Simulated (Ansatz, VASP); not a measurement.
**Ti2TeO in VASP and in Ansatz**

```
Ti Te O
1.0
     3.43570    0.00000    0.00000
    -1.71785    2.97540    0.00000
     0.00000    0.00000    5.62973
Ti Te O
2 1 1
Direct
  0.33333 0.66667 0.25000
  0.66667 0.33333 0.75000
  0.00000 0.00000 0.00000
  0.00000 0.00000 0.50000
```

Alike in both runs: task single point; functional PBE; k mesh 6 × 6 × 4; occupations gaussian, width 0.1 eV; no spin polarisation.

```csv
,VASP,Ansatz
version,VASP 6.6.1,Ansatz 0.2.0
potentials or method,"VASP PAW PBE potentials, release 64 (Ti_sv, Te, O), cutoff 520 eV","scalar-relativistic, plane waves, PAW"
valence electrons in the cell,36,46
```

|  | VASP | Ansatz | Ansatz less VASP |
| --- | --- | --- | --- |
| gap on the k mesh at the Fermi level (eV) | none | none | - |
| rms of the force components (eV/Å) | 2.437 | 2.434 | -0.0030 |

Atom by atom the forces differ by 0.003 eV/Å (rms over components). A gap of «none» marks a metal or a gap that the smearing closes. The functional is the same, so the differences come from potentials, cutoffs and numerics. VASP's potentials hold 36 valence electrons a cell and Ansatz's 46, so a difference there can come from the potentials and not from the codes.

Spin-orbit coupling is off throughout.
